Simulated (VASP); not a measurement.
Input of a VASP 6.6.1 run:

The input INCAR:

```
SYSTEM = In
PREC = Accurate
ENCUT = 520
EDIFF = 1E-6
ISMEAR = -1
SIGMA = 0.1
LREAL = .FALSE.
LASPH = .TRUE.
NELM = 80
ALGO = Normal
ISIF = 2
LWAVE = .FALSE.
LCHARG = .TRUE.
LELF = .TRUE.
LVHAR = .TRUE.
NBANDS = 12
```

The input KPOINTS:

```
regular mesh
0
G
  15 15 15
  0 0 0
```

The input POSCAR:

```
In
1.0
   -1.8335202670      1.8335202670      1.8335202670
    1.8335202670     -1.8335202670      1.8335202670
    1.8335202670      1.8335202670     -1.8335202670
In
1
Direct
    0.0000000000      0.0000000000      0.0000000000
```

Potentials or basis: VASP PAW LDA potentials, release 64 (In_d).

Launch:

```sh
$ cat potpaw_LDA.64/In_d/POTCAR > POTCAR
$ mpirun -np 1 vasp_std > vasp.out
```

(1) Estimate the pressure.

(2) What does it give for the band gap on the k mesh?

Answers

(1) 0.4 GPa.

(2) zero (an odd number of electrons rules out a gap without spin polarisation).

Caveat: spin-orbit coupling is left out, which moves the levels of the heavy elements.
